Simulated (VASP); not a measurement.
# LaB6 (Pm-3m) in VASP: a series of runs

Runs on LaB6. Level: r2SCAN+D3(BJ). Tasks: single point.

Program: VASP 6.6.1. These are calculated values, not measurements. Logs are shortened: lines on timing, memory, paths and dates and some standing lists are left out, and cuts for length are marked.

## Step 1: The cell of the first run

The structure is cubic, space group Pm-3m (No. 221). Conventional cell: a = 4.086 Å, b = 4.086 Å, c = 4.086 Å, α = 90.00°, β = 90.00°, γ = 90.00°. Within 4.1 Å of La (site symmetry m-3m) lie 24 B at 3.00 Å and 6 La at 4.09 Å. B (site symmetry 4mm) has 5 B at 1.63 to 1.74 Å within 2.2 Å.

## Step 2: Single point, r2SCAN+D3(BJ) (9.74 Å³/atom)

POSCAR reads:

```
LaB6
1.0
    4.0856194661      0.0000000000      0.0000000000
    0.0000000000      4.0856194661      0.0000000000
    0.0000000000      0.0000000000      4.0856194661
La B
1 6
Direct
    0.0000000000      0.0000000000      0.0000000000
    0.1993040758      0.5000000000      0.5000000000
    0.8006959242      0.5000000000      0.5000000000
    0.5000000000      0.5000000000      0.1993040758
    0.5000000000      0.5000000000      0.8006959242
    0.5000000000      0.1993040758      0.5000000000
    0.5000000000      0.8006959242      0.5000000000
```

INCAR.step1 reads:

```
PREC = Accurate
ENCUT = 520
ISMEAR = 0
SIGMA = 0.05
LREAL = False
LASPH = True
NELM = 60
NBANDS = 24
GGA = PE
ALGO = Normal
EDIFF = 1E-4
LWAVE = True
LCHARG = False
```

INCAR.step2 reads:

```
PREC = Accurate
ENCUT = 520
EDIFF = 1E-6
ISMEAR = 0
SIGMA = 0.05
LREAL = False
LASPH = True
NELM = 60
ALGO = Normal
ISIF = 2
LWAVE = False
LCHARG = False
METAGGA = R2SCAN
LMIXTAU = True
IVDW = 12
VDW_S6 = 1.0
VDW_S8 = 0.78981345
VDW_A1 = 0.49484001
VDW_A2 = 5.73083694
NBANDS = 24
ISTART = 1
```

KPOINTS reads:

```
regular mesh
0
Gamma
  6 6 6
```

Potentials or basis: VASP PAW PBE potentials, release 64 (La, B).

On the command line:

```console
> cat potpaw_PBE.64/La/POTCAR potpaw_PBE.64/B/POTCAR > POTCAR
> cp INCAR.step1 INCAR
> mpirun -np 1 vasp_std > vasp.out
> cp INCAR.step2 INCAR
> mpirun -np 1 vasp_std > vasp.out
```

OUTCAR:

```text
PREC = Accurate
   ENCUT = 520
   EDIFF = 1E-6
   ISMEAR = 0
   LREAL = False
   LASPH = True
   NELM = 60
   ISIF = 2
   METAGGA = R2SCAN
   IVDW = 12
   ISTART = 1
 IVDW          = 12

 ion  position               nearest neighbor table
   1  0.000  0.000  0.000-
   2  0.199  0.500  0.500-   3 1.63   4 1.74   5 1.74   6 1.74   7 1.74
   3  0.801  0.500  0.500-   2 1.63   4 1.74   5 1.74   6 1.74   7 1.74
   4  0.500  0.500  0.199-   5 1.63   3 1.74   2 1.74   6 1.74   7 1.74
   5  0.500  0.500  0.801-   4 1.63   3 1.74   2 1.74   6 1.74   7 1.74
   6  0.500  0.199  0.500-   7 1.63   3 1.74   4 1.74   5 1.74   2 1.74
   7  0.500  0.801  0.500-   6 1.63   3 1.74   4 1.74   5 1.74   2 1.74

  LATTYP: Found a simple cubic cell.
 ALAT       =     4.0856194661

  Lattice vectors:

 A1 = (   4.0856194661,   0.0000000000,   0.0000000000)
 A2 = (   0.0000000000,   4.0856194661,   0.0000000000)
 A3 = (   0.0000000000,   0.0000000000,   4.0856194661)

Analysis of symmetry for initial positions (statically):
=====================================================================
 Subroutine PRICEL returns:
 Original cell was already a primitive cell.

 Routine SETGRP: Setting up the symmetry group for a
 simple cubic supercell.

 Subroutine GETGRP returns: Found 48 space group operations
 (whereof 48 operations were pure point group operations)
 out of a pool of 48 trial point group operations.

The static configuration has the point symmetry O_h .

Analysis of symmetry for dynamics (positions and initial velocities):
=====================================================================
 Subroutine PRICEL returns:
 Original cell was already a primitive cell.

 Routine SETGRP: Setting up the symmetry group for a
 simple cubic supercell.

 Subroutine GETGRP returns: Found 48 space group operations
 (whereof 48 operations were pure point group operations)
 out of a pool of 48 trial point group operations.

The dynamic configuration has the point symmetry O_h .

 Subroutine INISYM returns: Found 48 space group operations
 (whereof 48 operations are pure point group operations),
 and found     1 'primitive' translations

----------------------------------------------------------------------------------------

                                     Primitive cell

  volume of cell :      68.1983

  direct lattice vectors                    reciprocal lattice vectors
     4.085619466  0.000000000  0.000000000     0.244760925  0.000000000  0.000000000
     0.000000000  4.085619466  0.000000000     0.000000000  0.244760925  0.000000000
     0.000000000  0.000000000  4.085619466     0.000000000  0.000000000  0.244760925

  length of vectors
     4.085619466  4.085619466  4.085619466     0.244760925  0.244760925  0.244760925

  position of ions in fractional coordinates (direct lattice)
     0.000000000  0.000000000  0.000000000
     0.199304076  0.500000000  0.500000000
     0.800695924  0.500000000  0.500000000
     0.500000000  0.500000000  0.199304076
     0.500000000  0.500000000  0.800695924
     0.500000000  0.199304076  0.500000000
     0.500000000  0.800695924  0.500000000

  ion indices of the primitive-cell ions
   primitive index   ion index
                 1           1
                 2           2
                 3           3
                 4           4
                 5           5
                 6           6
                 7           7

----------------------------------------------------------------------------------------

 KPOINTS: regular mesh

Automatic generation of k-mesh.
 Grid dimensions read from file:
 generate k-points for:    6    6    6

 Generating k-lattice:

  Cartesian coordinates                     Fractional coordinates (reciprocal lattice)
     0.040793488  0.000000000  0.000000000     0.166666667  0.000000000  0.000000000
     0.000000000  0.040793488  0.000000000     0.000000000  0.166666667  0.000000000
     0.000000000  0.000000000  0.040793488     0.000000000  0.000000000  0.166666667

  Length of vectors
     0.040793488  0.040793488  0.040793488

  Shift w.r.t. Gamma in fractional coordinates (k-lattice)
     0.000000000  0.000000000  0.000000000

 Subroutine IBZKPT returns following result:
 ===========================================

 Found     20 irreducible k-points:

 Following reciprocal coordinates:
            Coordinates               Weight
  0.000000  0.000000  0.000000      1.000000
  0.166667  0.000000  0.000000      6.000000
  0.333333  0.000000  0.000000      6.000000
  0.500000  0.000000  0.000000      3.000000
  0.166667  0.166667  0.000000     12.000000
  0.333333  0.166667  0.000000     24.000000
[... 12 lines left out ...]
  0.500000  0.500000  0.333333      6.000000
  0.500000  0.500000  0.500000      1.000000
   k-points           NKPTS =     20   k-points in BZ     NKDIM =     20   number of bands    NBANDS=     24
   number of dos      NEDOS =    301   number of ions     NIONS =      7
   total plane-waves  NPLWV =  27000
   dimension x,y,z NGX =    30 NGY =   30 NGZ =   30
   dimension x,y,z NGXF=    60 NGYF=   60 NGZF=   60
   ions per type =               1   6
   NGX,Y,Z   is equivalent  to a cutoff of  12.21, 12.21, 12.21 a.u.
   NGXF,Y,Z  is equivalent  to a cutoff of  24.41, 24.41, 24.41 a.u.
 SYSTEM =  unknown system
   PREC   = accura    normal or accurate (medium, high low for compatibility)
   ISTART =      1    job   : 0-new  1-cont  2-samecut
   ICHARG =      0    charge: 1-file 2-atom 10-const
   ISPIN  =      1    spin polarized calculation?
   LNONCOLLINEAR =      F non collinear calculations
   LSORBIT =      F    spin-orbit coupling
   LASPH  =      T    aspherical Exc in radial PAW
   ENCUT  =  520.0 eV  38.22 Ry    6.18 a.u.   7.60  7.60  7.60*2*pi/ulx,y,z
   NELM   =     60;   NELMIN=  2; NELMDL=  0     # of ELM steps
   EDIFF  = 0.1E-05   stopping-criterion for ELM
   LREAL  =      F    real-space projection
   EDIFFG = 0.1E-04   stopping-criterion for IOM
   NSW    =      0    number of steps for IOM
   IBRION =     -1    ionic relax: 0-MD 1-quasi-New 2-CG
   NFREE  =      0    steps in history (QN), initial steepest desc. (CG)
   ISIF   =      2    stress and relaxation
   ISYM   =      2    0-nonsym 1-usesym 2-fastsym
   POTIM  = 0.5000    time-step for ionic-motion
   TEBEG  =    0.0;   TEEND  =   0.0 temperature during run
   PSTRESS=    0.0 pullay stress
   NELECT =      29.0000    total number of electrons
   NUPDOWN=      -1.0000    fix difference up-down
   EMIN   =  10.00;   EMAX   =-10.00  energy-range for DOS
   EFERMI =   0.00;   METHOD = LEGACY
   ISMEAR =     0;   SIGMA  =   0.05  broadening in eV -4-tet -1-fermi 0-gaus
   EFERMI_NEDOS =   21; number of points for ismear=-14 and -15
   IALGO  =     38    algorithm
   IMIX   =      4    mixing-type and parameters
     AMIX     =   0.40;   BMIX     =  1.00
     AMIX_MAG =   1.60;   BMIX_MAG =  1.00
  volume/ion in A,a.u.               =       9.74        65.75
  Fermi-wavevector in a.u.,A,eV,Ry     =   1.231070  2.326386 20.620099  1.515535
  Thomas-Fermi vector in A             =   2.365894
   LORBIT       =      0    0 simple, 1 ext, 2 COOP (PROOUT), +10 PAW based schemes
   METAGGA = R2SCAN    functional components
   LHFCALC =     F    Hartree Fock is set to
   AEXX    =    0.0000 exact exchange contribution
   IVDW    =    12    specifies the selected vdW correction
   LEPSILON=     F    determine dielectric tensor
   LRPA    =     F    only Hartree local field effects (RPA)
 non-spin polarized calculation
 Gauss-broadening in eV      SIGMA  =   0.05
  energy-cutoff  :      520.00
  volume of cell :       68.20
 maximum number of plane-waves:      1856
   NGX = 15   NGY = 15   NGZ = 15

 number of electron      29.0000002 magnetization

 Free energy of the ion-electron system (eV)
  ---------------------------------------------------
  ext. energy  EPLUGINS =         0.00000000
  ---------------------------------------------------
  free energy    TOTEN  =       -78.11017449 eV

  energy without entropy =      -78.10837287  energy(sigma->0) =      -78.10927368

 E-fermi :   9.2867     XC(G=0): -12.1736

 val. band max:        9.2684894229   @ k =   0.5000   0.3333   0.0000
 cond. band min:       9.3436170521   @ k =   0.1667   0.1667   0.0000
 fundamental gap:      0.0751276292
 Fermi energy:         9.2866651058

 k-point     1 :       0.0000    0.0000    0.0000
  band No.  band energies     occupation
      1     -25.0037      2.00000
      2      -8.3423      2.00000
      3      -8.3423      2.00000
      4      -8.3423      2.00000
      5      -7.6902      2.00000
      6       0.5969      2.00000
[... 16 lines left out ...]
     23      11.7136      0.00000
     24      12.8674      0.00000

 k-point     2 :       0.1667    0.0000    0.0000
  band No.  band energies     occupation
      1     -24.9955      2.00000
      2      -8.7562      2.00000
      3      -8.3163      2.00000
      4      -8.3163      2.00000
      5      -7.2637      2.00000
      6      -0.6597      2.00000
[... 16 lines left out ...]
     23      11.8908      0.00000
     24      12.6482      0.00000

 k-point     3 :       0.3333    0.0000    0.0000
  band No.  band energies     occupation
      1     -24.9792      2.00000
      2      -9.2267      2.00000
      3      -8.2630      2.00000
      4      -8.2630      2.00000
      5      -6.7203      2.00000
      6      -1.8779      2.00000
[... 16 lines left out ...]
     23      11.9055      0.00000
     24      11.9055      0.00000
[... 406 lines left out ...]
 k-point    19 :       0.5000    0.5000    0.3333
  band No.  band energies     occupation
      1     -24.9181      2.00000
      2      -8.7172      2.00000
      3      -8.7172      2.00000
      4      -8.5439      2.00000
      5      -6.8536      2.00000
      6      -1.5822      2.00000
[... 16 lines left out ...]
     23      13.5960      0.00000
     24      13.6224      0.00000

 k-point    20 :       0.5000    0.5000    0.5000
  band No.  band energies     occupation
      1     -24.9107      2.00000
      2      -8.6648      2.00000
      3      -8.6648      2.00000
      4      -8.6648      2.00000
      5      -6.7520      2.00000
      6      -1.7767      2.00000
[... 16 lines left out ...]
     23      13.9348      0.00000
     24      14.2534      0.00000

------------------------ aborting loop because EDIFF is reached ----------------------------------------

 Edisp (eV)   -0.88813

 E8    (eV) :    -0.2887

  FORCE on cell =-STRESS in cart. coord.  units (eV):
  Direction    XX          YY          ZZ          XY          YZ          ZX
  --------------------------------------------------------------------------------------
  -------------------------------------------------------------------------------------
  Total       3.12943     3.12943     3.12943    -0.00000     0.00000     0.00000
  in kB      73.51937    73.51937    73.51937    -0.00000     0.00000     0.00000
  external pressure =       73.52 kB  Pullay stress =        0.00 kB

 VOLUME and BASIS-vectors are now :
 -----------------------------------------------------------------------------
  energy-cutoff  :      520.00
  volume of cell :       68.20
      direct lattice vectors                 reciprocal lattice vectors
     4.085619466  0.000000000  0.000000000     0.244760925  0.000000000  0.000000000
     0.000000000  4.085619466  0.000000000     0.000000000  0.244760925  0.000000000
     0.000000000  0.000000000  4.085619466     0.000000000  0.000000000  0.244760925

 POSITION                                       TOTAL-FORCE (eV/Angst)
 -----------------------------------------------------------------------------------
      0.00000      0.00000      0.00000        -0.000000      0.000000      0.000000
      0.81428      2.04281      2.04281        -0.029895     -0.000000      0.000000
      3.27134      2.04281      2.04281         0.029895      0.000000      0.000000
      2.04281      2.04281      0.81428        -0.000000     -0.000000     -0.029895
      2.04281      2.04281      3.27134        -0.000000      0.000000      0.029895
      2.04281      0.81428      2.04281        -0.000000     -0.029895      0.000000
      2.04281      3.27134      2.04281        -0.000000      0.029895      0.000000
 -----------------------------------------------------------------------------------
    total drift:                                0.000000      0.000000     -0.000000

  FREE ENERGIE OF THE ION-ELECTRON SYSTEM (eV)
  ---------------------------------------------------
  free  energy   TOTEN  =       -78.9983046106 eV

  energy  without entropy=      -78.9965029944  energy(sigma->0) =      -78.99740380
```

Wall time 3 min (1 thread of Intel Xeon 6975P-C (Granite Rapids), shared host); peak memory 0.19 GiB.

Results:

```yaml
Free_energy: -78.9983 eV
Pressure: 7.4 GPa
Largest_force: 0.030 eV/Å
Band_gap_on_the_k_mesh: zero (an odd number of electrons rules out a gap without spin polarisation)
Dispersion_energy_per_atom: -0.127 eV
```

Forces on the atoms (eV/Å):
```
La   0.000  0.000  0.000
B   -0.030  0.000  0.000
B    0.030  0.000  0.000
B    0.000  0.000 -0.030
B    0.000  0.000  0.030
B    0.000 -0.030  0.000
B    0.000  0.030  0.000
```

Levels at points of the mesh, in eV from the Fermi level:
```csv
k point,band 11,band 12,band 13,band 14,band 15,band 16,band 17,band 18
"(0.00, 0.00, 0.00)",-7.72,-2.11,-2.11,-2.11,0.17,0.17,0.17,1.67
"(0.50, 0.00, 0.00)",-3.87,-3.87,-3.56,-2.75,-1.68,1.69,1.69,1.78
"(0.50, 0.50, 0.00)",-4.97,-4.97,-3.22,-3.22,1.20,1.20,2.36,2.38
"(0.50, 0.50, 0.50)",-5.19,-2.66,-2.66,-2.66,1.75,2.12,2.12,2.12
```

Caveat: three body term missing; the cell stands under pressure; the PAW data sets were made with another functional, which shifts forces and pressure a little; spin-orbit coupling is left out, which moves the levels of the heavy elements.

## Step 3: Single point, r2SCAN+D3(BJ) (9.74 Å³/atom)

POSCAR reads:

```
LaB6
1.0
    4.0856194661      0.0000000000      0.0000000000
    0.0000000000      4.0856194661      0.0000000000
    0.0000000000      0.0000000000      4.0856194661
La B
1 6
Direct
    0.0000000000      0.0000000000      0.0000000000
    0.1995568270      0.5000000000      0.5000000000
    0.8004431730      0.5000000000      0.5000000000
    0.5000000000      0.5000000000      0.1995568270
    0.5000000000      0.5000000000      0.8004431730
    0.5000000000      0.1995568270      0.5000000000
    0.5000000000      0.8004431730      0.5000000000
```

INCAR.step1 reads:

```
SYSTEM = LaB6
ALGO     = Normal         ! electronic algorithm
EDIFF    = 1E-4           ! SCF threshold, eV
ENCUT    = 520            ! plane-wave cutoff, eV
GGA      = PE             ! functional
ISMEAR   = 0              ! smearing method
LASPH    = .TRUE.         ! aspherical terms in the spheres
LCHARG   = .FALSE.        ! write CHGCAR
LREAL    = .FALSE.        ! projectors in reciprocal space
LWAVE    = .TRUE.         ! write WAVECAR
NBANDS   = 24             ! bands
NELM     = 100            ! most SCF steps
PREC     = Accurate       ! precision mode
SIGMA    = 0.05           ! smearing width, eV
```

INCAR.step2 reads:

```
SYSTEM = LaB6
ALGO     = Normal         ! electronic algorithm
EDIFF    = 1E-6           ! SCF threshold, eV
ENCUT    = 520            ! plane-wave cutoff, eV
ISIF     = 2              ! what is computed and relaxed
ISMEAR   = 0              ! smearing method
ISTART   = 1            
IVDW     = 12             ! dispersion correction
LASPH    = .TRUE.         ! aspherical terms in the spheres
LCHARG   = .FALSE.        ! write CHGCAR
LMIXTAU  = .TRUE.       
LREAL    = .FALSE.        ! projectors in reciprocal space
LWAVE    = .FALSE.        ! write WAVECAR
METAGGA  = R2SCAN         ! meta-GGA
NBANDS   = 24             ! bands
NELM     = 100            ! most SCF steps
PREC     = Accurate       ! precision mode
SIGMA    = 0.05           ! smearing width, eV
VDW_A1   = 0.49484001   
VDW_A2   = 5.73083694   
VDW_S6   = 1.0          
VDW_S8   = 0.78981345
```

KPOINTS reads:

```
k-points
0
G
  6 6 6
  0 0 0
```

Potentials or basis: VASP PAW PBE potentials, release 64 (La, B).

On the command line:

```console
> cat potpaw_PBE.64/La/POTCAR potpaw_PBE.64/B/POTCAR > POTCAR
> cp INCAR.step1 INCAR
> mpirun -np 1 vasp_std > vasp.out
> cp INCAR.step2 INCAR
> mpirun -np 1 vasp_std > vasp.out
```

Wall time 2.3 min (1 thread of Intel Xeon 6975P-C (Granite Rapids), shared host); peak memory 0.2 GiB.

The run converged. Its results:

```yaml
Free_energy: -78.9980 eV
Pressure: 7.5 GPa
Largest_force: 0.106 eV/Å
Band_gap_on_the_k_mesh: zero (an odd number of electrons rules out a gap without spin polarisation)
Dispersion_energy_per_atom: -0.127 eV
```

Forces on the atoms (eV/Å):
```
La   0.000  0.000  0.000
B   -0.106  0.000  0.000
B    0.106  0.000  0.000
B    0.000  0.000 -0.106
B    0.000  0.000  0.106
B    0.000 -0.106  0.000
B    0.000  0.106  0.000
```

Levels at points of the mesh, in eV from the Fermi level:
| k point | band 11 | band 12 | band 13 | band 14 | band 15 | band 16 | band 17 | band 18 |
| --- | --- | --- | --- | --- | --- | --- | --- | --- |
| (0.00, 0.00, 0.00) | -7.71 | -2.12 | -2.12 | -2.12 | 0.17 | 0.17 | 0.17 | 1.67 |
| (0.50, 0.00, 0.00) | -3.88 | -3.88 | -3.55 | -2.75 | -1.70 | 1.69 | 1.69 | 1.77 |
| (0.50, 0.50, 0.00) | -4.98 | -4.98 | -3.22 | -3.22 | 1.20 | 1.20 | 2.35 | 2.37 |
| (0.50, 0.50, 0.50) | -5.19 | -2.66 | -2.66 | -2.66 | 1.73 | 2.11 | 2.11 | 2.11 |

Caveat: three body term missing; the cell stands under pressure; the PAW data sets were made with another functional, which shifts forces and pressure a little; spin-orbit coupling is left out, which moves the levels of the heavy elements.
